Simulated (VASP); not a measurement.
# KF (R-3m) in VASP: notebook

The runs below take KF through single point, with LDA.

Program: VASP 6.6.1. These are calculated values, not measurements. Logs are shortened: lines on timing, memory, paths and dates and some standing lists are left out, and cuts for length are marked.

## Step 1: The cell of the first run

Symmetry: R-3m, No. 166, trigonal system. The conventional cell has a = 3.612 Å, b = 3.612 Å, c = 9.284 Å, α = 90.00°, β = 90.00°, γ = 120.00°. K (site symmetry -3m) has 6 F at 2.60 Å within 3.4 Å. Within 3.4 Å of F (site symmetry -3m) lie 6 K at 2.60 Å.

## Step 2: Single point, LDA

INCAR

```
PREC = Accurate ; ENCUT = 520
EDIFF = 1E-6 ; ISMEAR = 0
SIGMA = 0.05 ; LREAL = F
LASPH = T ; NELM = 80
ALGO = Normal ; ISIF = 2
LWAVE = F ; LCHARG = F
NBANDS = 15
```

KPOINTS

```
regular mesh
0
Gamma
  8 8 8
```

POSCAR

```
KF
1.0
    0.0839449204      2.6380500045      2.6380500045
    2.6380500045      0.0839449204      2.6380500045
    2.6380500045      2.6380500045      0.0839449204
K F
1 1
Direct
    0.0000000000      0.0000000000      0.0000000000
    0.5000000000      0.5000000000      0.5000000000
```

Potentials or basis: VASP PAW LDA potentials, release 64 (K_sv, F).

The run is started by

```
$ cat potpaw_LDA.64/K_sv/POTCAR potpaw_LDA.64/F/POTCAR > POTCAR
$ mpirun -np 1 vasp_std > vasp.out
```

OUTCAR:

```text
PREC = Accurate
   ENCUT = 520
   EDIFF = 1E-6
   ISMEAR = 0
   LREAL = F
   LASPH = T
   NELM = 80
   ISIF = 2

 ion  position               nearest neighbor table
   1  0.000  0.000  0.000-   2 2.60   2 2.60   2 2.60   2 2.60   2 2.60   2 2.60
   2  0.500  0.500  0.500-   1 2.60   1 2.60   1 2.60   1 2.60   1 2.60   1 2.60

  LATTYP: Found a trigonal (rhomboedric) cell.
 ALAT       =     3.7317103856
 COS(alpha) =     0.5315517070

  Lattice vectors:

 A1 = (   0.0839449204,   2.6380500045,   2.6380500045)
 A2 = (   2.6380500045,   0.0839449204,   2.6380500045)
 A3 = (   2.6380500045,   2.6380500045,   0.0839449204)

Analysis of symmetry for initial positions (statically):
=====================================================================
 Subroutine PRICEL returns:
 Original cell was already a primitive cell.

 Routine SETGRP: Setting up the symmetry group for a
 trigonal (rhombohedral) supercell.

 Subroutine GETGRP returns: Found 12 space group operations
 (whereof 12 operations were pure point group operations)
 out of a pool of 12 trial point group operations.

The static configuration has the point symmetry D_3d.

Analysis of symmetry for dynamics (positions and initial velocities):
=====================================================================
 Subroutine PRICEL returns:
 Original cell was already a primitive cell.

 Routine SETGRP: Setting up the symmetry group for a
 trigonal (rhombohedral) supercell.

 Subroutine GETGRP returns: Found 12 space group operations
 (whereof 12 operations were pure point group operations)
 out of a pool of 12 trial point group operations.

The dynamic configuration has the point symmetry D_3d.

 Subroutine INISYM returns: Found 12 space group operations
 (whereof 12 operations are pure point group operations),
 and found     1 'primitive' translations

----------------------------------------------------------------------------------------

                                     Primitive cell

  volume of cell :      34.9660

  direct lattice vectors                    reciprocal lattice vectors
     0.083944920  2.638050005  2.638050005    -0.198829179  0.192697390  0.192697390
     2.638050005  0.083944920  2.638050005     0.192697390 -0.198829179  0.192697390
     2.638050005  2.638050005  0.083944920     0.192697390  0.192697390 -0.198829179

  length of vectors
     3.731710386  3.731710386  3.731710386     0.337339014  0.337339014  0.337339014

  position of ions in fractional coordinates (direct lattice)
     0.000000000  0.000000000  0.000000000
     0.500000000  0.500000000  0.500000000

  ion indices of the primitive-cell ions
   primitive index   ion index
                 1           1
                 2           2

----------------------------------------------------------------------------------------

 KPOINTS: regular mesh

Automatic generation of k-mesh.
 Grid dimensions read from file:
 generate k-points for:    8    8    8

 Generating k-lattice:

  Cartesian coordinates                     Fractional coordinates (reciprocal lattice)
    -0.024853647  0.024087174  0.024087174     0.125000000  0.000000000  0.000000000
     0.024087174 -0.024853647  0.024087174     0.000000000  0.125000000  0.000000000
     0.024087174  0.024087174 -0.024853647     0.000000000  0.000000000  0.125000000

  Length of vectors
     0.042167377  0.042167377  0.042167377

  Shift w.r.t. Gamma in fractional coordinates (k-lattice)
     0.000000000  0.000000000  0.000000000

 Subroutine IBZKPT returns following result:
 ===========================================

 Found     65 irreducible k-points:

 Following reciprocal coordinates:
            Coordinates               Weight
  0.000000  0.000000  0.000000      1.000000
  0.125000  0.000000  0.000000      6.000000
  0.250000  0.000000  0.000000      6.000000
  0.375000  0.000000  0.000000      6.000000
  0.500000  0.000000  0.000000      3.000000
  0.125000  0.125000  0.000000      6.000000
[... 16 lines left out ...]
  0.250000  0.125000  0.125000      6.000000
  0.375000  0.125000  0.125000      6.000000
 [... further k-points ...]
   k-points           NKPTS =     65   k-points in BZ     NKDIM =     65   number of bands    NBANDS=     15
   number of dos      NEDOS =    301   number of ions     NIONS =      2
   total plane-waves  NPLWV =  21952
   dimension x,y,z NGX =    28 NGY =   28 NGZ =   28
   dimension x,y,z NGXF=    56 NGYF=   56 NGZF=   56
   ions per type =               1   1
   NGX,Y,Z   is equivalent  to a cutoff of  12.47, 12.47, 12.47 a.u.
   NGXF,Y,Z  is equivalent  to a cutoff of  24.95, 24.95, 24.95 a.u.
 SYSTEM =  unknown system
   PREC   = accura    normal or accurate (medium, high low for compatibility)
   ISTART =      0    job   : 0-new  1-cont  2-samecut
   ICHARG =      2    charge: 1-file 2-atom 10-const
   ISPIN  =      1    spin polarized calculation?
   LNONCOLLINEAR =      F non collinear calculations
   LSORBIT =      F    spin-orbit coupling
   LASPH  =      T    aspherical Exc in radial PAW
   ENCUT  =  520.0 eV  38.22 Ry    6.18 a.u.   6.94  6.94  6.94*2*pi/ulx,y,z
   NELM   =     80;   NELMIN=  2; NELMDL= -5     # of ELM steps
   EDIFF  = 0.1E-05   stopping-criterion for ELM
   LREAL  =      F    real-space projection
   EDIFFG = 0.1E-04   stopping-criterion for IOM
   NSW    =      0    number of steps for IOM
   IBRION =     -1    ionic relax: 0-MD 1-quasi-New 2-CG
   NFREE  =      0    steps in history (QN), initial steepest desc. (CG)
   ISIF   =      2    stress and relaxation
   ISYM   =      2    0-nonsym 1-usesym 2-fastsym
   POTIM  = 0.5000    time-step for ionic-motion
   TEBEG  =    0.0;   TEEND  =   0.0 temperature during run
   PSTRESS=    0.0 pullay stress
   NELECT =      16.0000    total number of electrons
   NUPDOWN=      -1.0000    fix difference up-down
   EMIN   =  10.00;   EMAX   =-10.00  energy-range for DOS
   EFERMI =   0.00;   METHOD = LEGACY
   ISMEAR =     0;   SIGMA  =   0.05  broadening in eV -4-tet -1-fermi 0-gaus
   EFERMI_NEDOS =   21; number of points for ismear=-14 and -15
   IALGO  =     38    algorithm
   IMIX   =      4    mixing-type and parameters
     AMIX     =   0.40;   BMIX     =  1.00
     AMIX_MAG =   1.60;   BMIX_MAG =  1.00
  volume/ion in A,a.u.               =      17.48       117.98
  Fermi-wavevector in a.u.,A,eV,Ry     =   1.261536  2.383957 21.653292  1.591472
  Thomas-Fermi vector in A             =   2.394990
   LORBIT       =      0    0 simple, 1 ext, 2 COOP (PROOUT), +10 PAW based schemes
   GGA     = CA    functional components
   LHFCALC =     F    Hartree Fock is set to
   AEXX    =    0.0000 exact exchange contribution
   IVDW    =     0    specifies the selected vdW correction
   LEPSILON=     F    determine dielectric tensor
   LRPA    =     F    only Hartree local field effects (RPA)
 non-spin polarized calculation
 Gauss-broadening in eV      SIGMA  =   0.05
  energy-cutoff  :      520.00
  volume of cell :       34.97
 maximum number of plane-waves:       956
   NGX = 13   NGY = 13   NGZ = 13

 number of electron      15.9999998 magnetization

 Free energy of the ion-electron system (eV)
  ---------------------------------------------------
  ext. energy  EPLUGINS =         0.00000000
  ---------------------------------------------------
  free energy    TOTEN  =        -9.06678355 eV

  energy without entropy =       -9.06678355  energy(sigma->0) =       -9.06678355

 E-fermi :  -2.7245     XC(G=0):  -9.5364

 val. band max:       -2.9538188276   @ k =   0.0000   0.0000   0.0000
 cond. band min:       3.2738906359   @ k =   0.0000   0.0000   0.0000
 fundamental gap:      6.2277094635
 Fermi energy:        -2.7245464247

 k-point     1 :       0.0000    0.0000    0.0000
  band No.  band energies     occupation
      1     -28.4045      2.00000
      2     -21.2350      2.00000
      3     -11.8244      2.00000
      4     -11.7796      2.00000
      5     -11.7796      2.00000
      6      -3.0014      2.00000
      7      -2.9538      2.00000
      8      -2.9538      2.00000
      9       3.2739      0.00000
     10       7.4121      0.00000
     11       7.9277      0.00000
     12       7.9277      0.00000
     13       9.6387      0.00000
     14       9.6387      0.00000
     15      13.9456      0.00000

 k-point     2 :       0.1250    0.0000    0.0000
  band No.  band energies     occupation
      1     -28.3810      2.00000
      2     -21.2567      2.00000
      3     -11.8431      2.00000
      4     -11.8223      2.00000
      5     -11.7901      2.00000
      6      -3.1350      2.00000
      7      -3.0701      2.00000
      8      -3.0213      2.00000
      9       3.7627      0.00000
     10       7.4948      0.00000
     11       7.7621      0.00000
     12       8.1888      0.00000
     13       9.7942      0.00000
     14       9.8083      0.00000
     15      14.8696      0.00000

 k-point     3 :       0.2500    0.0000    0.0000
  band No.  band energies     occupation
      1     -28.3234      2.00000
      2     -21.3100      2.00000
      3     -11.9807      2.00000
      4     -11.8309      2.00000
      5     -11.8152      2.00000
      6      -3.4982      2.00000
      7      -3.2479      2.00000
      8      -3.1796      2.00000
      9       4.9436      0.00000
     10       7.1435      0.00000
     11       8.3254      0.00000
     12       8.8429      0.00000
     13      10.2726      0.00000
     14      10.3295      0.00000
     15      16.3389      0.00000

 k-point     4 :       0.3750    0.0000    0.0000
  band No.  band energies     occupation
      1     -28.2647      2.00000
      2     -21.3648      2.00000
      3     -12.1183      2.00000
      4     -11.8398      2.00000
      5     -11.8365      2.00000
      6      -3.8104      2.00000
      7      -3.4177      2.00000
      8      -3.3321      2.00000
      9       5.9700      0.00000
     10       7.3944      0.00000
     11       8.9496      0.00000
     12       9.4527      0.00000
     13      11.1243      0.00000
     14      11.2782      0.00000
     15      15.1579      0.00000
[... 307 lines left out ...]
 k-point    22 :       0.1250    0.1250    0.1250
  band No.  band energies     occupation
      1     -28.3845      2.00000
      2     -21.2602      2.00000
      3     -11.8618      2.00000
      4     -11.7839      2.00000
      5     -11.7839      2.00000
      6      -3.1655      2.00000
      7      -3.0143      2.00000
      8      -3.0143      2.00000
      9       3.7154      0.00000
     10       7.2317      0.00000
     11       8.1268      0.00000
     12       8.1268      0.00000
     13       9.8348      0.00000
     14       9.8348      0.00000
     15      14.6790      0.00000

 k-point    23 :       0.2500    0.1250    0.1250
  band No.  band energies     occupation
      1     -28.3517      2.00000
      2     -21.2905      2.00000
      3     -11.8964      2.00000
      4     -11.8700      2.00000
      5     -11.7755      2.00000
      6      -3.3919      2.00000
      7      -3.1520      2.00000
      8      -3.0146      2.00000
      9       4.3814      0.00000
     10       7.0222      0.00000
     11       8.4001      0.00000
     12       8.4646      0.00000
     13      10.1052      0.00000
     14      10.1189      0.00000
     15      15.7860      0.00000

 k-point    24 :       0.3750    0.1250    0.1250
  band No.  band energies     occupation
      1     -28.2947      2.00000
      2     -21.3357      2.00000
      3     -12.0413      2.00000
      4     -11.9161      2.00000
      5     -11.8012      2.00000
      6      -3.6479      2.00000
      7      -3.2994      2.00000
      8      -3.1516      2.00000
      9       5.5190      0.00000
     10       6.9242      0.00000
     11       8.8253      0.00000
     12       9.0822      0.00000
     13      10.6061      0.00000
     14      10.8731      0.00000
     15      15.8253      0.00000

 [... further k-points ...]

------------------------ aborting loop because EDIFF is reached ----------------------------------------

  FORCE on cell =-STRESS in cart. coord.  units (eV):
  Direction    XX          YY          ZZ          XY          YZ          ZX
  --------------------------------------------------------------------------------------
  -------------------------------------------------------------------------------------
  Total       -0.1170581     -0.1170581     -0.1170581     -0.1064810     -0.1064810     -0.1064810
  in kB       -5.3637180     -5.3637180     -5.3637180     -4.8790653     -4.8790653     -4.8790653
  external PRESSURE =      -5.3637180 kB  Pullay stress =       0.0000000 kB

 VOLUME and BASIS-vectors are now :
 -----------------------------------------------------------------------------
  energy-cutoff  :      520.00
  volume of cell :       34.97
      direct lattice vectors                 reciprocal lattice vectors
     0.083944920  2.638050005  2.638050005    -0.198829179  0.192697390  0.192697390
     2.638050005  0.083944920  2.638050005     0.192697390 -0.198829179  0.192697390
     2.638050005  2.638050005  0.083944920     0.192697390  0.192697390 -0.198829179

 POSITION                                       TOTAL-FORCE (eV/Angst)
 -----------------------------------------------------------------------------------
      0.00000      0.00000      0.00000         0.000000     -0.000000     -0.000000
      2.68002      2.68002      2.68002        -0.000000      0.000000      0.000000
 -----------------------------------------------------------------------------------
    total drift:                                0.000000      0.000000      0.000000

  FREE ENERGIE OF THE ION-ELECTRON SYSTEM (eV)
  ---------------------------------------------------
  free  energy   TOTEN  =        -9.0667835518 eV

  energy  without entropy=       -9.0667835518  energy(sigma->0) =       -9.06678355
```

Wall time 68 s (1 thread of AMD EPYC 7R13, shared host); peak memory 0.13 GiB.

What came out:

| Item | Value |
| --- | --- |
| Free energy | -9.0668 eV |
| Pressure | -0.5 GPa |
| Band gap on the k mesh | 6.23 eV, direct |

## Step 3: Single point, LDA

This run uses another cell than the first one, of the same volume but with other edges.

INCAR

```
SYSTEM = KF
ALGO = Normal
EDIFF = 1E-6
ENCUT = 520
GGA = CA
ISIF = 2
ISMEAR = 0
LASPH = .TRUE.
LCHARG = .FALSE.
LREAL = .FALSE.
LWAVE = .FALSE.
NBANDS = 15
NELM = 60
PREC = Accurate
SIGMA = 0.05
```

KPOINTS

```
k-points
0
G
  8 8 8
  0 0 0
```

POSCAR

```
KF
1.0
   -0.0276586794      2.5816506992      2.5816506992
    2.5816506992     -0.0276586794      2.5816506992
    2.5816506992      2.5816506992     -0.0276586794
K F
1 1
Direct
    0.0000000000      0.0000000000      0.0000000000
    0.5000000000      0.5000000000      0.5000000000
```

Potentials or basis: VASP PAW LDA potentials, release 64 (K_sv, F).

The run is started by

```
$ cat potpaw_LDA.64/K_sv/POTCAR potpaw_LDA.64/F/POTCAR > POTCAR
$ mpirun -np 1 vasp_std > vasp.out
```

It took 68 s on 1 thread of AMD EPYC 7R13, shared host; peak memory 0.13 GiB.

The run converged. Its results:

```yaml
Free_energy: -9.0712 eV
Pressure: -0.5 GPa
Band_gap_on_the_k_mesh: 6.24 eV, direct
```

Stress tensor (GPa, compression positive):
```
-0.49  0.14  0.14
 0.14 -0.49  0.14
 0.14  0.14 -0.49
```

Levels at points of the mesh, in eV from the valence-band top:
```
           k point  band 6  band 7  band 8  band 9  band 10  band 11
(0.00, 0.00, 0.00)   -0.01   -0.01    0.00    6.24    10.66    10.66
(0.50, 0.00, 0.00)   -0.96   -0.47   -0.44    9.11    10.84    12.28
(0.50, 0.50, 0.00)   -0.16   -0.05   -0.03    7.93    10.60    12.09
(0.50, 0.50, 0.50)   -0.96   -0.48   -0.48    9.16    10.91    12.39
```

## Step 4: Single point, LDA

INCAR

```
SYSTEM = KF
  PREC = Accurate
  ENCUT = 520
  EDIFF = 1E-7
  ISMEAR = 0
  SIGMA = 0.05
  LREAL = .FALSE.
  LASPH = .TRUE.
  NELM = 60
  ALGO = Normal
  ISIF = 2
  LWAVE = .FALSE.
  LCHARG = .FALSE.
  NBANDS = 15
```

KPOINTS

```
Automatic mesh
0
G
  8 8 8
  0 0 0
```

POSCAR

```
KF
1.0
    0.0278806361      2.6094210145      2.6094210145
    2.6094210145      0.0278806361      2.6094210145
    2.6094210145      2.6094210145      0.0278806361
K F
1 1
Direct
    0.0000000000      0.0000000000      0.0000000000
    0.5000000000      0.5000000000      0.5000000000
```

The run is started by

```
$ cat potpaw_LDA.64/K_sv/POTCAR potpaw_LDA.64/F/POTCAR > POTCAR
$ mpirun -np 1 vasp_std > vasp.out
```

Wall time 76 s (1 thread of AMD EPYC 7R13, shared host); peak memory 0.13 GiB.

The run converged. Its results:

```
Free energy            : -9.0712 eV
Pressure               : -0.5 GPa
Band gap on the k mesh : 6.25 eV, direct
```

Stress tensor (GPa, compression positive):
```
-0.49 -0.15 -0.15
-0.15 -0.49 -0.15
-0.15 -0.15 -0.49
```

Levels at points of the mesh, in eV from the valence-band top:
```
           k point  band 5  band 6  band 7  band 8  band 9  band 10  band 11  band 12
(0.00, 0.00, 0.00)   -8.81   -0.02    0.00    0.00    6.25    10.61    10.79    10.79
(0.50, 0.00, 0.00)   -8.86   -0.96   -0.48   -0.45    9.14    10.88    12.30    12.46
(0.50, 0.50, 0.00)   -9.11   -0.16   -0.04   -0.03    7.94    10.60    12.09    14.04
(0.50, 0.50, 0.50)   -8.85   -0.96   -0.43   -0.43    9.09    10.81    12.35    12.35
```

A k mesh can miss the band edges. A hybrid or GW would open this gap; LDA tends to underestimate it.

## Step 5: Single point, LDA

This run uses another cell than the first one, of 17.21 Å³/atom, 0.984 times its volume.

INCAR

```
SYSTEM = KF
  PREC = Accurate
  ENCUT = 520
  EDIFF = 1E-6
  ISMEAR = 0
  SIGMA = 0.05
  LREAL = .False.
  LASPH = .True.
  NELM = 100
  ALGO = Normal
  ISIF = 2
  LWAVE = .False.
  LCHARG = .True.
  GGA = CA
  LELF = .True.
  LVHAR = .True.
  NBANDS = 15
```

KPOINTS

```
Automatic mesh
0
Gamma
  8 8 8
  0 0 0
```

POSCAR

```
KF
1.0
   -0.0822024416      2.5412797358      2.5412797358
    2.5412797358     -0.0822024416      2.5412797358
    2.5412797358      2.5412797358     -0.0822024416
K F
1 1
Direct
    0.0000000000      0.0000000000      0.0000000000
    0.5000000000      0.5000000000      0.5000000000
```

The run is started by

```
$ cat potpaw_LDA.64/K_sv/POTCAR potpaw_LDA.64/F/POTCAR > POTCAR
$ mpirun -np 1 vasp_std > vasp.out
```

Run time: 70 s. Hardware: 1 thread of AMD EPYC 7R13, shared host; peak memory 0.13 GiB.

The run converged. Its results:

* Free energy: -9.0675 eV
* Pressure: 0.2 GPa
* Band gap on the k mesh: 6.31 eV, direct

Stress tensor (GPa, compression positive):
```
0.15 0.38 0.38
0.38 0.15 0.38
0.38 0.38 0.15
```

Levels at points of the mesh, in eV from the valence-band top:
```tsv
k point	band 5	band 6	band 7	band 8	band 9	band 10	band 11	band 12
(0.00, 0.00, 0.00)	-8.77	-0.04	-0.04	0.00	6.31	10.54	10.54	11.13
(0.50, 0.00, 0.00)	-8.83	-1.00	-0.51	-0.42	9.12	10.91	12.14	12.66
(0.50, 0.50, 0.00)	-9.07	-0.17	-0.07	-0.04	7.91	10.65	12.20	14.06
(0.50, 0.50, 0.50)	-8.87	-1.01	-0.56	-0.56	9.26	11.11	12.48	12.48
```

A k mesh can miss the band edges.

## Step 6: The runs side by side

```tsv
cell	gap on the mesh (eV)	pressure (GPa)
a = 3.732 Å, angles 57.9°, 2 atoms	6.23	-0.5
a = 3.651 Å, angles 60.7°, 2 atoms	6.24	-0.5
a = 3.690 Å, angles 59.3°, 2 atoms	6.25	-0.5
a = 3.595 Å, angles 62.1°, 2 atoms	6.31	0.2
```

Alike in all rows: task single point; level LDA; potentials or basis VASP PAW LDA potentials, release 64 (K_sv, F); no spin polarisation; k mesh 8 × 8 × 8; cutoff (eV) 520; smearing gaussian 0.05 eV.

Total energies depend on the potentials used, so only differences within one code and one set of settings carry meaning.
